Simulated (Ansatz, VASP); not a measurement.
## FeNi3: VASP beside Ansatz

File INCAR:

```
  PREC = Accurate
  ENCUT = 690
  EDIFF = 1E-6
  ISMEAR = -1
  SIGMA = 0.05
  LREAL = F
  LASPH = T
  NELM = 200
  ALGO = Normal
  ISIF = 2
  LWAVE = F
  LCHARG = F
  ISPIN = 2
  MAGMOM = 1 1 1 3
  LORBIT = 11
  LMAXMIX = 4
  GGA = PS
  NBANDS = 47
  GGA_COMPAT = F
```

The input KPOINTS:

```
Automatic mesh
0
Gamma
  8 8 8
```

Contents of POSCAR:

```
FeNi3
1.0
    3.4726327554      0.0000000000      0.0000000000
    0.0000000000      3.4726327554      0.0000000000
    0.0000000000      0.0000000000      3.4726327554
Ni Fe
3 1
Direct
    0.5000000000      0.5000000000      0.0000000000
    0.5000000000      0.0000000000      0.5000000000
    0.0000000000      0.5000000000      0.5000000000
    0.0000000000      0.0000000000      0.0000000000
```

Contents of input.yaml:

```yaml
crystal:
  lattice:
    - [3.4726327554, 0.0, 0.0]
    - [0.0, 3.4726327554, 0.0]
    - [0.0, 0.0, 3.4726327554]
  atoms:
    - { symbol: Ni, position: [0.5, 0.5, 0.0], spin: 1.0 }
    - { symbol: Ni, position: [0.5, 0.0, 0.5], spin: 1.0 }
    - { symbol: Ni, position: [0.0, 0.5, 0.5], spin: 1.0 }
    - { symbol: Fe, position: [0.0, 0.0, 0.0], spin: 3.0 }
hamiltonian:
  xc: pbesol
  pseudopotentials: { kind: paw }
magnetization:
  spin_polarized: true
kpoints:
  mp_grid: { grid: [8, 8, 8] }
scf:
  occupations: { method: fermi_dirac, width: 0.05 }
output:
  forces: true
  stress: true
  eigenvalues: true
```

Alike in both runs: task single point; functional PBEsol; k mesh 8 × 8 × 8; occupations fermi-dirac, width 0.05 eV; collinear spin.

```csv
,VASP,Ansatz
version,VASP 6.6.1,Ansatz 0.2.0
potentials or method,"VASP PAW PBE potentials, release 64 (Ni_sv_GW, Fe_sv)",Ansatz PAW
plane-wave cutoff (eV),690,420
valence electrons in the cell,70,70
```

```tsv
	VASP	Ansatz	Ansatz less VASP
gap on the k mesh at the Fermi level (eV)	none	none	-
pressure (GPa)	2.0	3.2	+1.23
net moment per atom (μB)	1.17	1.17	0.000
size of the moment on the site where the two differ most (μB)	2.74	2.81	+0.077
```

VASP's potentials were made for PBE, not for PBEsol. Site moments also hang on the region over which each program counts them. A gap of «none» marks a metal or a gap that the smearing closes.
